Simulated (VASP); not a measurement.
# Mn3Si (Fm-3m) in VASP: single point with LDA

Aim: the single point of Mn3Si with LDA.

All numbers are computed with VASP 6.6.1; they aren't measurements. Logs are shortened: lines on timing, memory, paths and dates and some standing lists are left out, and cuts for length are marked.

## Step 1: The cell of the first run

Symmetry: Fm-3m, No. 225, cubic system. The conventional cell has a = 5.722 Å, b = 5.722 Å, c = 5.722 Å, α = 90.00°, β = 90.00°, γ = 90.00°. Mn (site symmetry m-3m) has 8 Mn at 2.48 Å and 6 Si at 2.86 Å within 3.3 Å. Within 3.3 Å of Mn (site symmetry -43m) lie 10 Mn at 2.48 to 2.86 Å and 4 Si at 2.48 Å. Si (site symmetry m-3m) has 14 Mn at 2.48 to 2.86 Å within 3.3 Å.

## Step 2: Single point, LDA, collinear spin, ferromagnetic start

Input file INCAR:

```
SYSTEM = Mn3Si
PREC = Accurate
ENCUT = 500
EDIFF = 1E-6
ISMEAR = -1
SIGMA = 0.3
LREAL = .False.
LASPH = .True.
NELM = 200
ALGO = Normal
ISIF = 2
LWAVE = .False.
LCHARG = .False.
ISPIN = 2
MAGMOM = 5.2 5.2 5.2 0
LORBIT = 11
LMAXMIX = 4
GGA = CA
NBANDS = 34
GGA_COMPAT = .False.
```

Input file KPOINTS:

```
Automatic mesh
0
Gamma
  10 10 10
  0 0 0
```

Input file POSCAR:

```
Mn3Si
1.0
    4.0460650000      0.0000000000      0.0000000000
    2.0230325000      3.5039950754      0.0000000000
    2.0230325000      1.1679983585      3.3035982387
Mn Si
3 1
Direct
    0.5000000000      0.5000000000      0.5000000000
    0.2500000000      0.2500000000      0.2500000000
    0.7500000000      0.7500000000      0.7500000000
    0.0000000000      0.0000000000      0.0000000000
```

Potentials or basis: VASP PAW LDA potentials, release 64 (Mn_pv, Si).

The run is started by

```bash
$ cat potpaw_LDA.64/Mn_pv/POTCAR potpaw_LDA.64/Si/POTCAR > POTCAR
$ mpirun -np 1 vasp_std > vasp.out
```

OUTCAR:

```text
SYSTEM = Mn3Si
   PREC = Accurate
   ENCUT = 500
   EDIFF = 1E-6
   ISMEAR = -1
   LREAL = .False.
   LASPH = .True.
   NELM = 200
   ISIF = 2
   ISPIN = 2
   LORBIT = 11
   GGA = CA

 ion  position               nearest neighbor table
   1  0.500  0.500  0.500-   2 2.48   3 2.48   2 2.48   3 2.48   2 2.48   3 2.48   3 2.48   2 2.48
                             4 2.86   4 2.86   4 2.86   4 2.86   4 2.86   4 2.86
   2  0.250  0.250  0.250-   4 2.48   1 2.48   1 2.48   4 2.48   4 2.48   1 2.48   1 2.48   4 2.48
                             3 2.86   3 2.86   3 2.86   3 2.86   3 2.86   3 2.86
   3  0.750  0.750  0.750-   1 2.48   4 2.48   1 2.48   4 2.48   1 2.48   4 2.48   4 2.48   1 2.48
                             2 2.86   2 2.86   2 2.86   2 2.86   2 2.86   2 2.86
   4  0.000  0.000  0.000-   3 2.48   2 2.48   2 2.48   3 2.48   3 2.48   2 2.48   2 2.48   3 2.48
                             1 2.86   1 2.86   1 2.86   1 2.86   1 2.86   1 2.86

  LATTYP: Found a face centered cubic cell.
 ALAT       =     5.7219999973

  Lattice vectors:

 A1 = (   4.0460650000,   0.0000000000,   0.0000000000)
 A2 = (   2.0230325000,   3.5039950754,   0.0000000000)
 A3 = (   2.0230325000,   1.1679983585,   3.3035982387)

Analysis of symmetry for initial positions (statically):
=====================================================================
 Subroutine PRICEL returns:
 Original cell was already a primitive cell.

 Routine SETGRP: Setting up the symmetry group for a
 face centered cubic supercell.

 Subroutine GETGRP returns: Found 48 space group operations
 (whereof 48 operations were pure point group operations)
 out of a pool of 48 trial point group operations.

The static configuration has the point symmetry O_h .

Analysis of symmetry for dynamics (positions and initial velocities):
=====================================================================
 Subroutine PRICEL returns:
 Original cell was already a primitive cell.

 Routine SETGRP: Setting up the symmetry group for a
 face centered cubic supercell.

 Subroutine GETGRP returns: Found 48 space group operations
 (whereof 48 operations were pure point group operations)
 out of a pool of 48 trial point group operations.

The dynamic configuration has the point symmetry O_h .

Analysis of structural, dynamic, and magnetic symmetry:
=====================================================================
 Subroutine PRICEL returns:
 Original cell was already a primitive cell.

 Routine SETGRP: Setting up the symmetry group for a
 face centered cubic supercell.

 Subroutine GETGRP returns: Found 48 space group operations
 (whereof 48 operations were pure point group operations)
 out of a pool of 48 trial point group operations.

The overall configuration has the point symmetry O_h .

 Subroutine INISYM returns: Found 48 space group operations
 (whereof 48 operations are pure point group operations),
 and found     1 'primitive' translations

----------------------------------------------------------------------------------------

                                     Primitive cell

  volume of cell :      46.8364

  direct lattice vectors                    reciprocal lattice vectors
     4.046065000  0.000000000  0.000000000     0.247153716 -0.142694264 -0.100900082
     2.023032500  3.503995075  0.000000000     0.000000000  0.285388529 -0.100900082
     2.023032500  1.167998359  3.303598239     0.000000000  0.000000000  0.302700246

  length of vectors
     4.046065000  4.046065000  4.046065000     0.302700246  0.302700246  0.302700246

  position of ions in fractional coordinates (direct lattice)
     0.500000000  0.500000000  0.500000000
     0.250000000  0.250000000  0.250000000
     0.750000000  0.750000000  0.750000000
     0.000000000  0.000000000  0.000000000

  ion indices of the primitive-cell ions
   primitive index   ion index
                 1           1
                 2           2
                 3           3
                 4           4

----------------------------------------------------------------------------------------

 KPOINTS: Automatic mesh

Automatic generation of k-mesh.
 Grid dimensions read from file:
 generate k-points for:   10   10   10

 Generating k-lattice:

[... 21 lines left out ...]
  0.300000  0.000000  0.000000      8.000000
  0.400000  0.000000  0.000000      8.000000
  0.500000  0.000000  0.000000      4.000000
[... 16 lines left out ...]
  0.300000  0.300000  0.000000      6.000000
  0.400000  0.300000  0.000000     24.000000
 [... further k-points ...]
   k-points           NKPTS =     47   k-points in BZ     NKDIM =     47   number of bands    NBANDS=     34
   number of dos      NEDOS =    301   number of ions     NIONS =      4
   total plane-waves  NPLWV =  27000
   dimension x,y,z NGX =    30 NGY =   30 NGZ =   30
   dimension x,y,z NGXF=    60 NGYF=   60 NGZF=   60
   ions per type =               3   1
   NGX,Y,Z   is equivalent  to a cutoff of  12.33, 12.33, 12.33 a.u.
   NGXF,Y,Z  is equivalent  to a cutoff of  24.65, 24.65, 24.65 a.u.
 SYSTEM =  Mn3Si
   PREC   = accura    normal or accurate (medium, high low for compatibility)
   ISTART =      0    job   : 0-new  1-cont  2-samecut
   ICHARG =      2    charge: 1-file 2-atom 10-const
   ISPIN  =      2    spin polarized calculation?
   LNONCOLLINEAR =      F non collinear calculations
   LSORBIT =      F    spin-orbit coupling
   LASPH  =      T    aspherical Exc in radial PAW
   ENCUT  =  500.0 eV  36.75 Ry    6.06 a.u.   7.38  7.38  7.38*2*pi/ulx,y,z
   NELM   =    200;   NELMIN=  2; NELMDL= -5     # of ELM steps
   EDIFF  = 0.1E-05   stopping-criterion for ELM
   LREAL  =      F    real-space projection
   EDIFFG = 0.1E-04   stopping-criterion for IOM
   NSW    =      0    number of steps for IOM
   IBRION =     -1    ionic relax: 0-MD 1-quasi-New 2-CG
   NFREE  =      0    steps in history (QN), initial steepest desc. (CG)
   ISIF   =      2    stress and relaxation
   ISYM   =      2    0-nonsym 1-usesym 2-fastsym
   POTIM  = 0.5000    time-step for ionic-motion
   TEBEG  =    0.0;   TEEND  =   0.0 temperature during run
   PSTRESS=    0.0 pullay stress
   NELECT =      43.0000    total number of electrons
   NUPDOWN=      -1.0000    fix difference up-down
   EMIN   =  10.00;   EMAX   =-10.00  energy-range for DOS
   EFERMI =   0.00;   METHOD = LEGACY
   ISMEAR =    -1;   SIGMA  =   0.30  broadening in eV -4-tet -1-fermi 0-gaus
   EFERMI_NEDOS =   21; number of points for ismear=-14 and -15
   IALGO  =     38    algorithm
   IMIX   =      4    mixing-type and parameters
     AMIX     =   0.40;   BMIX     =  1.00
     AMIX_MAG =   1.60;   BMIX_MAG =  1.00
  volume/ion in A,a.u.               =      11.71        79.02
  Fermi-wavevector in a.u.,A,eV,Ry     =   1.591121  3.006782 34.445395  2.531665
  Thomas-Fermi vector in A             =   2.689710
   LORBIT       =     11    0 simple, 1 ext, 2 COOP (PROOUT), +10 PAW based schemes
   GGA     = CA    functional components
   LHFCALC =     F    Hartree Fock is set to
   AEXX    =    0.0000 exact exchange contribution
   IVDW    =     0    specifies the selected vdW correction
   LEPSILON=     F    determine dielectric tensor
   LRPA    =     F    only Hartree local field effects (RPA)
 spin polarized calculation
  energy-cutoff  :      500.00
  volume of cell :       46.84
 maximum number of plane-waves:      1243
 NGX is ok and might be reduce to    30
   NGX = 15   NGY = 15   NGZ = 15

 number of electron      43.0000000 magnetization      15.6000000

 number of electron      43.0000044 magnetization       1.3854278

 Free energy of the ion-electron system (eV)
  ---------------------------------------------------
  ext. energy  EPLUGINS =         0.00000000
  ---------------------------------------------------
  free energy    TOTEN  =       -37.92536933 eV

  energy without entropy =      -36.39540014  energy(sigma->0) =      -37.16038474

 E-fermi :  10.1623     XC(G=0): -13.4010

 val. band max:       10.1576795864   @ k =  -0.2000   0.2000  -0.0000
 cond. band min:      10.1651201398   @ k =  -0.3000   0.1000  -0.0000
 fundamental gap:      0.0074405535
 Fermi energy:        10.1622630481

 spin component 1

 k-point     1 :       0.0000    0.0000    0.0000
  band No.  band energies     occupation
      1     -38.3027      1.00000
      2     -38.3027      1.00000
      3     -38.3027      1.00000
      4     -37.2213      1.00000
      5     -37.2213      1.00000
      6     -37.2213      1.00000
[... 853 lines left out ...]
     32      18.9265      0.00000
     33      20.6101      0.00000

 [... further k-points ...]

 spin component 2

 k-point     1 :       0.0000    0.0000    0.0000
  band No.  band energies     occupation
      1     -37.3275      1.00000
      2     -37.3275      1.00000
      3     -37.3275      1.00000
      4     -37.2830      1.00000
      5     -37.2830      1.00000
      6     -37.2830      1.00000
[... 853 lines left out ...]
     32      18.9890      0.00000
     33      20.7328      0.00000

 [... further k-points ...]

 [bands above 33 left out]

------------------------ aborting loop because EDIFF is reached ----------------------------------------

  FORCE on cell =-STRESS in cart. coord.  units (eV):
  Direction    XX          YY          ZZ          XY          YZ          ZX
  --------------------------------------------------------------------------------------
  -------------------------------------------------------------------------------------
  Total       -7.1269584     -7.1269584     -7.1269584      0.0000000     -0.0000000      0.0000000
  in kB     -243.7986175   -243.7986175   -243.7986175      0.0000000     -0.0000000      0.0000000
  external PRESSURE =    -243.7986175 kB  Pullay stress =       0.0000000 kB

 VOLUME and BASIS-vectors are now :
 -----------------------------------------------------------------------------
  energy-cutoff  :      500.00
  volume of cell :       46.84
      direct lattice vectors                 reciprocal lattice vectors
     4.046065000  0.000000000  0.000000000     0.247153716 -0.142694264 -0.100900082
     2.023032500  3.503995075  0.000000000     0.000000000  0.285388529 -0.100900082
     2.023032500  1.167998359  3.303598239     0.000000000  0.000000000  0.302700246

 POSITION                                       TOTAL-FORCE (eV/Angst)
 -----------------------------------------------------------------------------------
      4.04606      2.33600      1.65180        -0.000000     -0.000000     -0.000000
      2.02303      1.16800      0.82590        -0.000000     -0.000000     -0.000000
      6.06910      3.50400      2.47770         0.000000      0.000000      0.000000
      0.00000      0.00000      0.00000        -0.000000     -0.000000     -0.000000
 -----------------------------------------------------------------------------------
    total drift:                               -0.000000      0.000000      0.000000

  FREE ENERGIE OF THE ION-ELECTRON SYSTEM (eV)
  ---------------------------------------------------
  free  energy   TOTEN  =       -37.9253693319 eV

  energy  without entropy=      -36.3954001420  energy(sigma->0) =      -37.16038474

 total charge

# of ion       s       p       d       tot
------------------------------------------
    1        0.374   6.341   5.121  11.836
    2        0.335   6.343   5.241  11.919
    3        0.335   6.343   5.241  11.919
    4        0.724   0.886   0.000   1.610
--------------------------------------------------
tot          1.768  19.914  15.602  37.284

 magnetization (x)

# of ion       s       p       d       tot
------------------------------------------
    1        0.010   0.011   1.585   1.606
    2       -0.003  -0.007  -0.119  -0.128
    3       -0.003  -0.007  -0.119  -0.128
    4        0.011  -0.001   0.000   0.011
--------------------------------------------------
tot          0.015  -0.003   1.348   1.361
```

It took 3.4 min on 1 thread of Intel Xeon Platinum 8488C (Sapphire Rapids), shared host; peak memory 0.22 GiB.

What came out:

| Property | Result |
| --- | --- |
| Free energy | -37.9254 eV |
| Pressure | -24.4 GPa |
| Net moment | 1.39 μB per cell |
| Site moments | Mn +1.61, -0.13 (each value once); Si +0.01 μB |
| Valence electrons inside the program's atomic spheres | Mn 11.84, 11.92 (each value once); Si 1.61 |

Caveat: the cell stands under tension; so wide a smearing shifts energies and pressures.
